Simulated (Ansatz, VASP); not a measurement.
**One calculation of BaTiO3, two programs**

```
CELL_PARAMETERS angstrom
2.84005 1.63971 2.33143
-2.84005 1.63971 2.33143
0.00000 -3.27941 2.33143
ATOMIC_POSITIONS crystal
Ba 0.06712 0.06712 0.06712
Ti 0.51625 0.51625 0.51625
O 0.48975 0.48975 0.98016
O 0.48975 0.98016 0.48975
O 0.98016 0.48975 0.48975
```

Alike in both runs: task single point; functional r2SCAN; k mesh 6 × 6 × 6; occupations gaussian, width 0.05 eV; no spin polarisation.

```csv
,VASP,Ansatz
version,VASP 6.6.1,Ansatz 0.2.0
potentials or method,"VASP PAW PBE potentials, release 64 (Ba_sv, Ti_sv, O), cutoff 520 eV","scalar-relativistic, plane waves, PAW"
valence electrons in the cell,40,40
```

|  | VASP | Ansatz | Ansatz less VASP |
| --- | --- | --- | --- |
| gap on the k mesh at the Fermi level (eV) | 2.82 | 2.81 | -0.013 |
| least direct gap on the mesh (eV) | 3.30 | 3.29 | -0.009 |
| pressure (GPa) | 9.9 | 7.2 | -2.66 |
| traceless stress, the component that is largest in VASP (GPa) | 6.68 | 6.14 | -0.537 |
| rms of the force components (eV/Å) | 1.357 | 1.217 | -0.1401 |

VASP's potentials were made for PBE, not for r2SCAN. Atom by atom the forces differ by 0.168 eV/Å (rms over components). With one functional, cell and mesh, what is left measures potentials, basis and numerics.

Neither program's run includes spin-orbit coupling.
